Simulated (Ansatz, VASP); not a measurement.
**One calculation of Lu, two programs**

```
Lu
1.0
     3.50482    0.00000    0.00000
    -1.75241    3.03526    0.00000
     0.00000    0.00000    5.46968
Lu
2
Direct
  0.33333 0.66667 0.25000
  0.66667 0.33333 0.75000
```

Alike in both runs: task single point; functional r2SCAN; k mesh 10 × 10 × 6; occupations fermi-dirac, width 0.3 eV; no spin polarisation.

```csv
,VASP,Ansatz
version,VASP 6.6.1,Ansatz 0.2.0
potentials or method,"VASP PAW PBE potentials, release 64 (Lu), cutoff 520 eV","plane waves (500 eV) with PAW, scalar-relativistic"
valence electrons in the cell,50,50
```

VASP gave:

```
pressure (GPa)                                                : 1.0
traceless stress, the component that is largest in VASP (GPa) : 0.69
```

**Question.** Estimate Ansatz's values.

**Answer.** Pressure (GPa): 0.7; traceless stress, the component that is largest in VASP (GPa): 0.64.

VASP's potentials were made for PBE, not for r2SCAN.

Spin-orbit coupling is off throughout.
